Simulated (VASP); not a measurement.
## BH4C2F3: single point with PBE+D3(BJ)

The system is BH4C2F3.

```
C H B F
1.0
     7.89872    0.00000    0.00000
     0.00000    7.89872    0.00000
     0.00000    0.00000    7.89872
C H B F
8 16 4 12
Direct
  0.55149 0.41733 0.15928
  0.60063 0.57931 0.15515
  0.18502 0.69043 0.95765
  0.23008 0.83200 0.03943
  0.43006 0.16358 0.53038
  0.35064 0.01331 0.55506
  0.97126 0.25614 0.06087
  0.99406 0.23443 0.89746
  0.63113 0.32389 0.21763
  0.43587 0.37711 0.10178
  0.73290 0.60596 0.18950
  0.51526 0.67129 0.07608
  0.13864 0.57143 0.00373
  0.22190 0.69876 0.82522
  0.20315 0.84643 0.17986
  0.27959 0.92944 0.96119
  0.38785 0.25737 0.43398
  0.54399 0.19323 0.60151
  0.23660 0.97816 0.49728
  0.41413 0.91399 0.62567
  0.85205 0.27373 0.11501
  0.08914 0.23914 0.14073
  0.90253 0.27539 0.79278
  0.11731 0.21120 0.84263
  0.81070 0.95828 0.48900
  0.65446 0.57694 0.73875
  0.69039 0.97626 0.02597
  0.11913 0.51225 0.45136
  0.80046 0.10872 0.41405
  0.94257 0.91440 0.57073
  0.69035 0.83853 0.47648
  0.49673 0.63003 0.75111
  0.67946 0.41761 0.68786
  0.78446 0.67548 0.75170
  0.56756 0.02258 0.12108
  0.81947 0.88409 0.07980
  0.69099 0.01860 0.85912
  0.25238 0.60982 0.44748
  0.97444 0.58375 0.40448
  0.12229 0.35806 0.51896
```

```
Program             : VASP 6.6.1
Task                : single point
Functional          : PBE
Dispersion          : D3(BJ)
Potentials or basis : VASP PAW PBE potentials, release 64 (C, H, B, F)
Cutoff              : 520 eV
k mesh              : 1 × 1 × 1
Occupations         : fermi-dirac, width 0.05 eV
Spin                : no spin polarisation
```

```yaml
Pressure: 1.5 GPa
Largest_force: 3.136 eV/Å
Band_gap_on_the_k_mesh: 4.65 eV
Dispersion_energy_per_atom: -0.045 eV
```

Forces on the atoms (eV/Å):
```
C    0.326  0.840  0.066
C   -0.553  0.318 -1.872
C    1.056  1.057 -0.660
C   -1.450 -1.451  1.846
C   -0.752 -0.902 -0.321
C    1.957  1.386  0.186
C    2.624 -0.791  0.585
C   -0.526  1.427 -2.742
H    0.113 -0.483  0.300
H   -0.775 -0.316 -0.155
H   -0.586  0.508  0.232
H    1.304 -0.898  1.488
H   -0.406 -0.289  0.444
H   -0.401 -0.581 -0.316
H    0.522  0.215 -1.259
H    0.409  1.084 -0.066
H    0.121 -0.429  0.778
H    0.057 -0.008 -0.194
H   -1.294 -0.266 -0.872
H   -0.138  0.032  0.487
H   -1.300  0.655  0.890
H   -1.285 -0.048 -0.161
H    0.451 -0.936  1.376
H    0.469 -0.210  0.092
B   -1.904 -0.335 -1.091
B   -0.623 -1.180 -0.989
B    1.627 -0.359 -2.368
B   -0.773  0.054  0.777
F   -0.137 -0.059 -0.022
F    2.434 -0.178  1.327
F   -0.177  0.688 -0.455
F   -0.278  0.331  0.252
F    0.079 -0.103  0.196
F    1.038  0.806  0.723
F   -1.416  0.553  1.235
F    0.076 -0.077  0.404
F   -0.357 -0.142  0.671
F    1.173  0.223 -0.130
F   -0.491 -0.337 -0.348
F   -0.212  0.204 -0.334
```

Stress tensor (GPa, compression positive):
```
 3.54  0.11 -0.23
 0.11  0.68  0.91
-0.23  0.91  0.18
```

Levels at points of the mesh, in eV from the valence-band top:
| k point | band 70 | band 71 | band 72 | band 73 | band 74 | band 75 |
| --- | --- | --- | --- | --- | --- | --- |
| (0.00, 0.00, 0.00) | -0.61 | -0.27 | 0.00 | 4.65 | 4.98 | 5.04 |

Run time: 57 s on 1 thread of Intel(R) Xeon(R) Platinum 8488C (Sapphire Rapids) (shared host), peak memory 0.52 GiB.

Caveat: the k points lie up to 0.80 Å⁻¹ apart.
